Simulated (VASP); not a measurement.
Si2N: single point with PBE

The system is Si2N.

```
CELL_PARAMETERS angstrom
7.30108 0.00000 0.00000
0.00000 2.80473 0.00000
0.00000 0.00000 8.18136
ATOMIC_POSITIONS crystal
Si 0.12423 0.75000 0.94731
Si 0.62423 0.75000 0.55269
Si 0.87577 0.25000 0.05269
Si 0.37577 0.25000 0.44731
Si 0.09421 0.25000 0.60157
Si 0.90579 0.75000 0.39843
Si 0.40579 0.75000 0.10157
Si 0.59421 0.25000 0.89843
N 0.10558 0.75000 0.73584
N 0.60558 0.75000 0.76416
N 0.89442 0.25000 0.26416
N 0.39442 0.25000 0.23584
```

```json
{
 "Program": "VASP 6.6.1",
 "Task": "single point",
 "Functional": "PBE",
 "Potentials or basis": "VASP PAW PBE potentials, release 64 (Si, N)",
 "Cutoff": "520 eV",
 "k mesh": "4 × 12 × 4",
 "Occupations": "gaussian, width 0.1 eV",
 "Spin": "no spin polarisation",
 "Dipole correction": "no",
 "Further INCAR settings": "ALGO = Normal; EDIFF = 1e-06; NBANDS = 38"
}
```

The pressure is -0.2 GPa and the largest force is 0.018 eV/Å. The band gap on the k mesh is zero (bands 26 and 27 overlap by 4.13 eV).

Forces in eV/Å, atoms in the order of the input:
```
Si  -0.009  0.000 -0.004
Si  -0.009  0.000  0.004
Si   0.009  0.000  0.004
Si   0.009  0.000 -0.004
Si   0.006  0.000  0.017
Si  -0.006  0.000 -0.017
Si  -0.006  0.000  0.017
Si   0.006  0.000 -0.017
N    0.000  0.000 -0.010
N    0.000  0.000  0.010
N    0.000  0.000  0.010
N    0.000  0.000 -0.010
```

Levels at points of the mesh, in eV from the Fermi level:
```csv
k point,band 23,band 24,band 25,band 26,band 27,band 28,band 29,band 30
"(0.00, 0.00, 0.00)",-2.04,-0.38,0.30,0.64,0.81,2.81,3.30,3.54
"(0.50, 0.00, 0.00)",-2.23,-2.23,1.14,1.14,2.96,2.96,3.90,3.90
"(0.00, 0.50, 0.00)",-2.77,-2.77,-1.83,-1.83,-1.53,-1.53,2.47,2.47
"(0.50, 0.50, 0.00)",-3.10,-3.10,-1.06,-1.06,-1.06,-1.06,0.92,0.92
"(0.00, 0.00, 0.50)",-0.94,-0.94,0.37,0.37,1.73,1.73,2.27,2.27
"(0.50, 0.00, 0.50)",-2.28,-2.28,1.70,1.70,1.80,1.80,3.92,3.92
"(0.00, 0.50, 0.50)",-2.70,-2.70,-2.17,-2.17,-2.09,-2.09,2.06,2.06
"(0.50, 0.50, 0.50)",-2.90,-2.90,-1.27,-1.27,-1.27,-1.27,0.65,0.65
```

Run time: 15 min on 1 thread of Intel Xeon 8259CL (shared host), peak memory 0.46 GiB.
